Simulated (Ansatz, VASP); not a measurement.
**One calculation of GeSe5, two programs**

```xyz
6
Lattice="3.7267 0.0000 0.0000 -1.8633 3.2274 0.0000 0.0000 0.0000 11.4617" Properties=species:S:1:pos:R:3 pbc="T T T"
Ge    0.0000    0.0000    0.0000
Se    1.8633    1.0758    9.9595
Se    0.0000    2.1516    1.5021
Se    0.0000    2.1516    7.3431
Se    0.0000    0.0000    5.7308
Se    1.8633    1.0758    4.1186
```

Alike in both runs: functional PBE; k mesh 5 × 5 × 2; occupations gaussian, width 0.2 eV; no spin polarisation.

Ansatz relaxed the structure, and its values are those at the end. VASP's run is a single point on that final structure, the one shown.

|  | VASP | Ansatz |
| --- | --- | --- |
| version | VASP 6.6.1 | Ansatz 0.2.0 |
| potentials or method | VASP PAW PBE potentials, release 64 (Ge_d, Se), cutoff 520 eV | scalar-relativistic, plane waves, PAW |
| valence electrons in the cell | 44 | 94 |

```csv
,VASP,Ansatz,Ansatz less VASP
gap on the k mesh at the Fermi level (eV),none,none,-
pressure (GPa),0.6,0.5,-0.07
rms of the force components (eV/Å),0.021,0.022,+0.0010
```

A gap of «none» marks a metal or a gap that the smearing closes. With one functional, cell and mesh, what is left measures potentials, basis and numerics. VASP's potentials hold 44 valence electrons a cell and Ansatz's 94, so a difference there can come from the potentials and not from the codes.

The k mesh is coarse, so the values compare programs but aren't converged.
